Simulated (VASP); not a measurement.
Wanted: the native input for a VASP 6.6.1 run.

| Property | Result |
| --- | --- |
| Task | single point |
| Functional | BLYP |
| Potentials or basis | VASP PAW PBE potentials, release 64 (Ru_pv) |
| Cutoff | 520 eV |
| k mesh | 16 × 16 × 16 |
| Occupations | fermi-dirac, width 0.1 eV |
| Spin | no spin polarisation |
| Dipole correction | no |
| Further INCAR settings | ALGO = Normal; EDIFF = 1e-06; NBANDS = 13 |

The structure of Ru lies in POSCAR:

```
Ru
1.0
    0.0000000000      1.8551858324      1.8551858324
    1.8551858324      0.0000000000      1.8551858324
    1.8551858324      1.8551858324      0.0000000000
Ru
1
Direct
    0.0000000000      0.0000000000      0.0000000000
```

This cell differs from its parent crystal: volume scaled by 0.88.

These files were run (other wordings do the same):

INCAR

```
  PREC = Accurate
  ENCUT = 520
  EDIFF = 1E-6
  ISMEAR = -1
  SIGMA = 0.1
  LREAL = F
  LASPH = T
  NELM = 100
  ALGO = Normal
  ISIF = 2
  LWAVE = F
  LCHARG = F
  GGA = B5
  ALDAX = 1.0
  AGGAX = 1.0
  AGGAC = 1.0
  ALDAC = 0.0
  NBANDS = 13
```

KPOINTS

```
regular mesh
0
Gamma
  16 16 16
```

Potentials or basis: VASP PAW PBE potentials, release 64 (Ru_pv).

The run is started by

```bash
$ cat potpaw_PBE.64/Ru_pv/POTCAR > POTCAR
$ mpirun -np 1 vasp_std > vasp.out
```

It gave:

```json
{
  "Pressure": "46.9 GPa",
  "Band gap on the k mesh": "zero (band 7 reaches 16.93 eV, above the bottom of band 8 at 12.98 eV)"
}
```

Caveat: the PAW data sets were made with another functional, which shifts forces and pressure a little.

It took 13 s on 1 thread of Intel(R) Xeon(R) Platinum 8375C CPU @ 2.90GHz (Ice Lake), on a shared host, peak memory 0.14 GiB.
